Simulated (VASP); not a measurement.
# I (P6_3/mmc) in VASP: further runs

Runs on I. Level: LDA. Tasks: single point.

Program: VASP 6.6.1. These are calculated values, not measurements. Logs are shortened: lines on timing, memory, paths and dates and some standing lists are left out, and cuts for length are marked.

## Step 1: The cell of the first run

The structure is hexagonal, space group P6_3/mmc (No. 194). The conventional cell has a = 2.588 Å, b = 2.588 Å, c = 4.375 Å, α = 90.00°, β = 90.00°, γ = 120.00°. I (site symmetry -6m2) has 12 I at 2.59 to 2.65 Å within 3.4 Å.

## Step 2: Single point, LDA

File INCAR:

```
ALGO = Normal ; EDIFF = 1E-6
ENCUT = 520 ; ISIF = 2
ISMEAR = -1 ; LASPH = T
LCHARG = F ; LREAL = F
LWAVE = F ; NBANDS = 14
NELM = 60 ; PREC = Accurate
SIGMA = 0.05
```

File KPOINTS:

```
k-points
0
Gamma
  16 16 9
```

File POSCAR:

```
I
1.0
    2.5881643256      0.0000000000      0.0000000000
   -1.2940821628      2.2414160551      0.0000000000
    0.0000000000      0.0000000000      4.3748160164
I
2
Direct
    0.3333333333      0.6666666667      0.2500000000
    0.6666666667      0.3333333333      0.7500000000
```

Potentials or basis: VASP PAW LDA potentials, release 64 (I).

Command:

```bash
$ cat potpaw_LDA.64/I/POTCAR > POTCAR
$ mpirun -np 1 vasp_std > vasp.out
```

OUTCAR:

```text
EDIFF = 1E-6
   ENCUT = 520
   ISIF = 2
   ISMEAR = -1
   LASPH = T
   LREAL = F
   NELM = 60
   PREC = Accurate

 ion  position               nearest neighbor table
   1  0.333  0.667  0.250-   2 2.65   2 2.65   2 2.65   2 2.65   2 2.65   2 2.65
   2  0.667  0.333  0.750-   1 2.65   1 2.65   1 2.65   1 2.65   1 2.65   1 2.65

  LATTYP: Found a hexagonal cell.
 ALAT       =     2.5881643256
 C/A-ratio  =     1.6903161724

  Lattice vectors:

 A1 = (   2.5881643256,   0.0000000000,   0.0000000000)
 A2 = (  -1.2940821628,   2.2414160551,   0.0000000000)
 A3 = (   0.0000000000,   0.0000000000,   4.3748160164)

Analysis of symmetry for initial positions (statically):
=====================================================================
 Subroutine PRICEL returns:
 Original cell was already a primitive cell.

 Routine SETGRP: Setting up the symmetry group for a
 hexagonal supercell.

 Subroutine GETGRP returns: Found 24 space group operations
 (whereof 12 operations were pure point group operations)
 out of a pool of 24 trial point group operations.

The static configuration has the point symmetry D_3d.
 The point group associated with its full space group is D_6h.

Analysis of symmetry for dynamics (positions and initial velocities):
=====================================================================
 Subroutine PRICEL returns:
 Original cell was already a primitive cell.

 Routine SETGRP: Setting up the symmetry group for a
 hexagonal supercell.

 Subroutine GETGRP returns: Found 24 space group operations
 (whereof 12 operations were pure point group operations)
 out of a pool of 24 trial point group operations.

The dynamic configuration has the point symmetry D_3d.
 The point group associated with its full space group is D_6h.

 Subroutine INISYM returns: Found 24 space group operations
 (whereof 12 operations are pure point group operations),
 and found     1 'primitive' translations

----------------------------------------------------------------------------------------

                                     Primitive cell

  volume of cell :      25.3790

  direct lattice vectors                    reciprocal lattice vectors
     2.588164326  0.000000000  0.000000000     0.386374231  0.223073266  0.000000000
    -1.294082163  2.241416055  0.000000000     0.000000000  0.446146532  0.000000000
     0.000000000  0.000000000  4.374816016     0.000000000  0.000000000  0.228581041

  length of vectors
     2.588164326  2.588164326  4.374816016     0.446146532  0.446146532  0.228581041

  position of ions in fractional coordinates (direct lattice)
     0.333333333  0.666666667  0.250000000
     0.666666667  0.333333333  0.750000000

  ion indices of the primitive-cell ions
   primitive index   ion index
                 1           1
                 2           2

----------------------------------------------------------------------------------------

 KPOINTS: k-points

Automatic generation of k-mesh.
 Grid dimensions read from file:
 generate k-points for:   16   16    9

 Generating k-lattice:

  Cartesian coordinates                     Fractional coordinates (reciprocal lattice)
     0.024148389  0.013942079  0.000000000     0.062500000 -0.000000000  0.000000000
     0.000000000  0.027884158  0.000000000     0.000000000  0.062500000  0.000000000
     0.000000000  0.000000000  0.025397893     0.000000000  0.000000000  0.111111111

  Length of vectors
     0.027884158  0.027884158  0.025397893

  Shift w.r.t. Gamma in fractional coordinates (k-lattice)
     0.000000000  0.000000000  0.000000000

 Subroutine IBZKPT returns following result:
 ===========================================

 Found    150 irreducible k-points:

 Following reciprocal coordinates:
            Coordinates               Weight
  0.000000  0.000000  0.000000      1.000000
  0.062500  0.000000  0.000000      6.000000
  0.125000  0.000000  0.000000      6.000000
  0.187500  0.000000  0.000000      6.000000
  0.250000  0.000000  0.000000      6.000000
  0.312500  0.000000  0.000000      6.000000
[... 16 lines left out ...]
  0.187500  0.187500  0.000000      6.000000
  0.250000  0.187500  0.000000     12.000000
 [... further k-points ...]
   k-points           NKPTS =    150   k-points in BZ     NKDIM =    150   number of bands    NBANDS=     14
   number of dos      NEDOS =    301   number of ions     NIONS =      2
   total plane-waves  NPLWV =  14400
   dimension x,y,z NGX =    20 NGY =   20 NGZ =   36
   dimension x,y,z NGXF=    40 NGYF=   40 NGZF=   72
   ions per type =               2
   NGX,Y,Z   is equivalent  to a cutoff of  12.85, 12.85, 13.68 a.u.
   NGXF,Y,Z  is equivalent  to a cutoff of  25.69, 25.69, 27.36 a.u.
 SYSTEM =  unknown system
   PREC   = accura    normal or accurate (medium, high low for compatibility)
   ISTART =      0    job   : 0-new  1-cont  2-samecut
   ICHARG =      2    charge: 1-file 2-atom 10-const
   ISPIN  =      1    spin polarized calculation?
   LNONCOLLINEAR =      F non collinear calculations
   LSORBIT =      F    spin-orbit coupling
   LASPH  =      T    aspherical Exc in radial PAW
   ENCUT  =  520.0 eV  38.22 Ry    6.18 a.u.   4.81  4.81  8.13*2*pi/ulx,y,z
   NELM   =     60;   NELMIN=  2; NELMDL= -5     # of ELM steps
   EDIFF  = 0.1E-05   stopping-criterion for ELM
   LREAL  =      F    real-space projection
   EDIFFG = 0.1E-04   stopping-criterion for IOM
   NSW    =      0    number of steps for IOM
   IBRION =     -1    ionic relax: 0-MD 1-quasi-New 2-CG
   NFREE  =      0    steps in history (QN), initial steepest desc. (CG)
   ISIF   =      2    stress and relaxation
   ISYM   =      2    0-nonsym 1-usesym 2-fastsym
   POTIM  = 0.5000    time-step for ionic-motion
   TEBEG  =    0.0;   TEEND  =   0.0 temperature during run
   PSTRESS=    0.0 pullay stress
   NELECT =      14.0000    total number of electrons
   NUPDOWN=      -1.0000    fix difference up-down
   EMIN   =  10.00;   EMAX   =-10.00  energy-range for DOS
   EFERMI =   0.00;   METHOD = LEGACY
   ISMEAR =    -1;   SIGMA  =   0.05  broadening in eV -4-tet -1-fermi 0-gaus
   EFERMI_NEDOS =   21; number of points for ismear=-14 and -15
   IALGO  =     38    algorithm
   IMIX   =      4    mixing-type and parameters
     AMIX     =   0.40;   BMIX     =  1.00
     AMIX_MAG =   1.60;   BMIX_MAG =  1.00
  volume/ion in A,a.u.               =      12.69        85.63
  Fermi-wavevector in a.u.,A,eV,Ry     =   1.342640  2.537221 24.526967  1.802681
  Thomas-Fermi vector in A             =   2.470777
   LORBIT       =      0    0 simple, 1 ext, 2 COOP (PROOUT), +10 PAW based schemes
   GGA     = CA    functional components
   LHFCALC =     F    Hartree Fock is set to
   AEXX    =    0.0000 exact exchange contribution
   IVDW    =     0    specifies the selected vdW correction
   LEPSILON=     F    determine dielectric tensor
   LRPA    =     F    only Hartree local field effects (RPA)
 non-spin polarized calculation
  energy-cutoff  :      520.00
  volume of cell :       25.38
 maximum number of plane-waves:       701
 NGX is ok and might be reduce to    20
   NGX =  9   NGY =  9   NGZ = 17

 number of electron      14.0000001 magnetization

 Free energy of the ion-electron system (eV)
  ---------------------------------------------------
  ext. energy  EPLUGINS =         0.00000000
  ---------------------------------------------------
  free energy    TOTEN  =        11.23427595 eV

  energy without entropy =       11.24058132  energy(sigma->0) =       11.23742864

 E-fermi :  24.8706     XC(G=0): -14.2047

 val. band max:       24.8447838138   @ k =   0.4375   0.0000   0.3333
 cond. band min:      24.8922002464   @ k =   0.1250   0.1250   0.3333
 fundamental gap:      0.0474164326
 Fermi energy:        24.8705624886

 k-point     1 :       0.0000    0.0000    0.0000
  band No.  band energies     occupation
      1      -1.0991      2.00000
      2       6.3546      2.00000
      3       8.8910      2.00000
      4      27.8488      0.00000
      5      27.8488      0.00000
      6      29.6283      0.00000
      7      30.8269      0.00000
      8      30.8269      0.00000
      9      31.2328      0.00000
     10      32.2152      0.00000
     11      34.6690      0.00000
     12      35.8783      0.00000
     13      36.3976      0.00000
     14      36.3976      0.00000

 k-point     2 :       0.0625    0.0000    0.0000
  band No.  band energies     occupation
      1      -0.9722      2.00000
      2       6.4722      2.00000
      3       9.0242      2.00000
      4      26.2327      0.00000
      5      27.0840      0.00000
      6      29.7029      0.00000
      7      29.7163      0.00000
      8      31.4417      0.00000
      9      32.3274      0.00000
     10      32.6168      0.00000
     11      34.3619      0.00000
     12      34.3930      0.00000
     13      35.5712      0.00000
     14      36.3188      0.00000

 k-point     3 :       0.1250    0.0000    0.0000
  band No.  band energies     occupation
      1      -0.5911      2.00000
      2       6.8261      2.00000
      3       9.4217      2.00000
      4      23.3267      2.00000
      5      25.7193      0.00000
      6      28.6384      0.00000
      7      29.7704      0.00000
      8      30.3904      0.00000
      9      31.7337      0.00000
     10      32.2677      0.00000
     11      33.5466      0.00000
     12      34.6649      0.00000
     13      35.1261      0.00000
     14      35.4107      0.00000

 k-point     4 :       0.1875    0.0000    0.0000
  band No.  band energies     occupation
      1       0.0449      2.00000
      2       7.4185      2.00000
      3      10.0764      2.00000
      4      20.2777      2.00000
      5      24.3614      1.99992
      6      26.8361      0.00000
      7      28.5138      0.00000
      8      28.5227      0.00000
      9      30.8107      0.00000
     10      31.6362      0.00000
     11      33.8155      0.00000
     12      34.0153      0.00000
     13      35.2149      0.00000
     14      35.2495      0.00000

 k-point     5 :       0.2500    0.0000    0.0000
  band No.  band energies     occupation
      1       0.9365      2.00000
      2       8.2517      2.00000
      3      10.9758      2.00000
      4      17.3103      2.00000
      5      23.1595      2.00000
      6      24.1063      2.00000
      7      26.2344      0.00000
      8      27.7029      0.00000
      9      29.6236      0.00000
     10      32.1526      0.00000
     11      32.9343      0.00000
[... 276 lines left out ...]
 k-point    22 :       0.4375    0.1250    0.0000
  band No.  band energies     occupation
      1       6.8123      2.00000
      2       8.1453      2.00000
      3      14.4823      2.00000
      4      14.7197      2.00000
      5      15.9341      2.00000
      6      17.7895      2.00000
      7      19.0370      2.00000
      8      24.2483      1.99999
      9      27.4261      0.00000
     10      30.1128      0.00000
     11      36.9428      0.00000
     12      37.0316      0.00000
     13      38.0938      0.00000
     14      38.7553      0.00000

 k-point    23 :       0.1875    0.1875    0.0000
  band No.  band energies     occupation
      1       2.3369      2.00000
      2       9.5565      2.00000
      3      12.3559      2.00000
      4      16.0164      2.00000
      5      17.3885      2.00000
      6      23.3635      2.00000
      7      23.9408      2.00000
      8      24.6518      1.97513
      9      27.6836      0.00000
     10      33.1672      0.00000
     11      33.9588      0.00000
     12      34.4653      0.00000
     13      36.7277      0.00000
     14      40.1432      0.00000

 k-point    24 :       0.2500    0.1875    0.0000
  band No.  band energies     occupation
      1       3.6051      2.00000
      2      10.6853      2.00000
      3      13.5606      2.00000
      4      13.8825      2.00000
      5      16.1712      2.00000
      6      20.9906      2.00000
      7      22.8705      2.00000
      8      22.9167      2.00000
      9      26.5581      0.00000
     10      33.2561      0.00000
     11      35.2197      0.00000
     12      36.2600      0.00000
     13      37.5788      0.00000
     14      40.2492      0.00000

 [... further k-points ...]
[... 5 lines left out ...]
  --------------------------------------------------------------------------------------
  -------------------------------------------------------------------------------------
  Total       46.0025643     46.0025643     46.0643029      0.0000000      0.0000000      0.0000000
  in kB     2904.1463926   2904.1463925   2908.0439604      0.0000000      0.0000000      0.0000000
  external PRESSURE =    2905.4455819 kB  Pullay stress =       0.0000000 kB

 VOLUME and BASIS-vectors are now :
 -----------------------------------------------------------------------------
  energy-cutoff  :      520.00
  volume of cell :       25.38
      direct lattice vectors                 reciprocal lattice vectors
     2.588164326  0.000000000  0.000000000     0.386374231  0.223073266  0.000000000
    -1.294082163  2.241416055  0.000000000     0.000000000  0.446146532  0.000000000
     0.000000000  0.000000000  4.374816016     0.000000000  0.000000000  0.228581041

 POSITION                                       TOTAL-FORCE (eV/Angst)
 -----------------------------------------------------------------------------------
     -0.00000      1.49428      1.09370         0.000000      0.000000      0.000000
      1.29408      0.74714      3.28111        -0.000000     -0.000000      0.000000
 -----------------------------------------------------------------------------------
    total drift:                               -0.000000      0.000000      0.000000

  FREE ENERGIE OF THE ION-ELECTRON SYSTEM (eV)
  ---------------------------------------------------
  free  energy   TOTEN  =        11.2342759502 eV

  energy  without entropy=       11.2405813227  energy(sigma->0) =       11.23742864
```

Wall time 28 s (1 thread of Intel Xeon Platinum 8375C at 2.90GHz (Ice Lake), shared host); peak memory 0.16 GiB.

What came out:

```
Free energy            : 11.2343 eV
Pressure               : 290.5 GPa
Band gap on the k mesh : zero (band 7 reaches 30.83 eV, above the bottom of band 8 at 19.03 eV)
```

Levels at points of the mesh, in eV from the Fermi level:
| k point | band 3 | band 4 | band 5 | band 6 | band 7 | band 8 | band 9 | band 10 | band 11 | band 12 |
| --- | --- | --- | --- | --- | --- | --- | --- | --- | --- | --- |
| (0.00, 0.00, 0.00) | -15.98 | 2.98 | 2.98 | 4.76 | 5.96 | 5.96 | 6.36 | 7.34 | 9.80 | 11.01 |
| (0.50, 0.00, 0.00) | -10.62 | -10.56 | -9.34 | -6.00 | -4.02 | 1.68 | 2.23 | 5.71 | 8.71 | 9.21 |

Caveat: spin-orbit coupling is left out, which moves the levels of the heavy elements.

## Step 3: Single point, LDA

File INCAR:

```
SYSTEM = I
PREC     = Accurate       ! precision mode
ENCUT    = 520            ! plane-wave cutoff, eV
EDIFF    = 1E-7           ! SCF threshold, eV
ISMEAR   = -1             ! smearing method
SIGMA    = 0.05           ! smearing width, eV
LREAL    = .FALSE.        ! projectors in reciprocal space
LASPH    = .TRUE.         ! aspherical terms in the spheres
NELM     = 60             ! most SCF steps
ALGO     = Normal         ! electronic algorithm
ISIF     = 2              ! what is computed and relaxed
LWAVE    = .FALSE.        ! write WAVECAR
LCHARG   = .TRUE.         ! write CHGCAR
LELF     = .TRUE.         ! ELF
LVHAR    = .TRUE.       
NBANDS   = 14             ! bands
```

File KPOINTS:

```
regular mesh
0
G
  16 16 9
  0 0 0
```

File POSCAR:

```
I
1.0
    2.5883799093      0.0000000000      0.0000000000
   -1.2941899546      2.2416027561      0.0000000000
    0.0000000000      0.0000000000      4.3745867752
I
2
Direct
    0.3333333333      0.6666666667      0.2500000000
    0.6666666667      0.3333333333      0.7500000000
```

Potentials or basis: VASP PAW LDA potentials, release 64 (I).

Command:

```bash
$ cat potpaw_LDA.64/I/POTCAR > POTCAR
$ mpirun -np 1 vasp_std > vasp.out
```

Run time: 29 s. Hardware: 1 thread of Intel Xeon Platinum 8375C at 2.90GHz (Ice Lake), shared host; peak memory 0.16 GiB.

Results (log left out):

```yaml
Free_energy: 11.2290 eV
Pressure: 290.4 GPa
Band_gap_on_the_k_mesh: zero (band 7 reaches 30.82 eV, above the bottom of band 8 at 19.02 eV)
```

Stress tensor (GPa, compression positive):
```
290.25   0.00   0.00
  0.00 290.25   0.00
  0.00   0.00 290.81
```

Levels at points of the mesh, in eV from the Fermi level:
```tsv
k point	band 3	band 4	band 5	band 6	band 7	band 8	band 9	band 10	band 11	band 12
(0.00, 0.00, 0.00)	-15.98	2.97	2.97	4.76	5.95	5.95	6.36	7.34	9.80	11.01
(0.50, 0.00, 0.00)	-10.61	-10.56	-9.34	-6.00	-4.02	1.68	2.23	5.71	8.71	9.21
```

Caveat: spin-orbit coupling is left out, which moves the levels of the heavy elements.
